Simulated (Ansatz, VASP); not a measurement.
# One calculation of AlN, two programs

The input INCAR:

```
PREC = Accurate
ENCUT = 520
EDIFF = 1E-6
ISMEAR = 0
SIGMA = 0.05
LREAL = False
LASPH = True
NELM = 60
ALGO = Normal
ISIF = 2
LWAVE = False
LCHARG = False
GGA = PE
NBANDS = 26
```

KPOINTS

```
regular mesh
0
Gamma
  6 6 6
```

The input POSCAR:

```
AlN
1.0
    4.4025164325      0.0000000000      0.0000000000
    0.0000000000     -4.4025164325      0.0000000000
    0.0000000000      0.0000000000     -4.4025164325
Al N
4 4
Direct
   -0.1011869641      0.0000000000     -0.1011869641
    0.5000000000      0.5000000000      0.0000000000
    0.5000000000      0.0000000000      0.5000000000
    0.0000000000      0.5000000000      0.5000000000
    0.7500000000      0.7500000000      0.7500000000
    0.2500000000      0.2500000000      0.7500000000
    0.2500000000      0.7500000000      0.2500000000
    0.7500000000      0.2500000000      0.2500000000
```

Input for Ansatz:

```yaml
crystal:
  lattice:
    - [4.4025164325, 0.0, 0.0]
    - [0.0, -4.4025164325, 0.0]
    - [0.0, 0.0, -4.4025164325]
  atoms:
    - { symbol: Al, position: [-0.1011869641, 0.0, -0.1011869641] }
    - { symbol: Al, position: [0.5, 0.5, 0.0] }
    - { symbol: Al, position: [0.5, 0.0, 0.5] }
    - { symbol: Al, position: [0.0, 0.5, 0.5] }
    - { symbol: "N", position: [0.75, 0.75, 0.75] }
    - { symbol: "N", position: [0.25, 0.25, 0.75] }
    - { symbol: "N", position: [0.25, 0.75, 0.25] }
    - { symbol: "N", position: [0.75, 0.25, 0.25] }
basis:
  ecutwfc: 420
kpoints:
  mp_grid: { grid: [6, 6, 6] }
hamiltonian:
  xc: pbe
  pseudopotentials: { kind: paw, azcp: { folder: soft_1 } }
scf:
  occupations: { method: gaussian, width: 0.05 }
output:
  forces: true
  stress: true
  eigenvalues: true
```

Alike in both runs: task single point; functional PBE; k mesh 6 × 6 × 6; occupations gaussian, width 0.05 eV; no spin polarisation.

```csv
,VASP,Ansatz
version,VASP 6.6.1,Ansatz 0.2.0
potentials or method,"VASP PAW PBE potentials, release 64 (Al, N), cutoff 520 eV","scalar-relativistic, plane waves, PAW"
valence electrons in the cell,32,32
```

|  | VASP | Ansatz | Ansatz less VASP |
| --- | --- | --- | --- |
| gap on the k mesh at the Fermi level (eV) | 0.15 | 0.16 | +0.006 |
| least direct gap on the mesh (eV) | 0.27 | 0.28 | +0.008 |
| pressure (GPa) | 15.2 | 15.3 | +0.09 |
| traceless stress, the component that is largest in VASP (GPa) | -15.12 | -15.05 | +0.066 |
| rms of the force components (eV/Å) | 6.063 | 6.050 | -0.0132 |

Atom by atom the forces differ by 0.016 eV/Å (rms over components).
